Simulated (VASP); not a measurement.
Input of a VASP 6.6.1 run:

The input POSCAR:

```
WS2
1.0
    3.2768977966      0.0000000000      0.0000000000
   -1.6384488983      2.8378767375      0.0000000000
    0.0000000000      0.0000000000     28.2185831492
W S
3 6
Direct
    0.6666666667      0.3333333333      0.5000000000
    0.3333333333      0.6666666667      0.7286117964
    0.3333333333      0.6666666667      0.2713882036
    0.6666666667      0.3333333333      0.7827766123
    0.6666666667      0.3333333333      0.3255694469
    0.3333333333      0.6666666667      0.5541754235
    0.6666666667      0.3333333333      0.6744305531
    0.6666666667      0.3333333333      0.2172233877
    0.3333333333      0.6666666667      0.4458245765
```

The input INCAR.step1:

```
SYSTEM = WS2
PREC = Accurate
ENCUT = 520
ISMEAR = 0
SIGMA = 0.02
LREAL = .False.
LASPH = .True.
NELM = 100
NBANDS = 49
GGA = PE
ALGO = Normal
EDIFF = 1E-4
LWAVE = .True.
LCHARG = .False.
```

The input INCAR.step2:

```
SYSTEM = WS2
PREC = Accurate
ENCUT = 520
EDIFF = 1E-6
ISMEAR = 0
SIGMA = 0.02
LREAL = .False.
LASPH = .True.
NELM = 100
ALGO = Normal
ISIF = 2
LWAVE = .False.
LCHARG = .False.
METAGGA = R2SCAN
LMIXTAU = .True.
NBANDS = 49
ISTART = 1
```

The input KPOINTS:

```
regular mesh
0
Gamma
  12 12 1
  0 0 0
```

Potentials or basis: VASP PAW PBE potentials, release 64 (W_sv, S).

Command:

```sh
$ cat potpaw_PBE.64/W_sv/POTCAR potpaw_PBE.64/S/POTCAR > POTCAR
$ cp INCAR.step1 INCAR
$ mpirun -np 1 vasp_std > vasp.out
$ cp INCAR.step2 INCAR
$ mpirun -np 1 vasp_std > vasp.out
```

Problem. Predict the largest force.

Solution. 0.016 eV/Å.

Problem. Estimate the band gap on the k mesh.

Solution. 0.81 eV, indirect (least direct gap 1.53 eV).

Forces on the atoms (eV/Å):
```
W    0.000  0.000  0.000
W    0.000  0.000  0.002
W    0.000  0.000 -0.002
S    0.000  0.000  0.013
S    0.000  0.000  0.014
S    0.000  0.000  0.016
S    0.000  0.000 -0.014
S    0.000  0.000 -0.013
S    0.000  0.000 -0.016
```

Caveat: the cell differs from its parent crystal (biaxial strain in the a-b plane: +3.0 %, then relaxed in part); the PAW data sets were made with another functional, which shifts forces and pressure a little; spin-orbit coupling is left out, which moves the levels of the heavy elements.
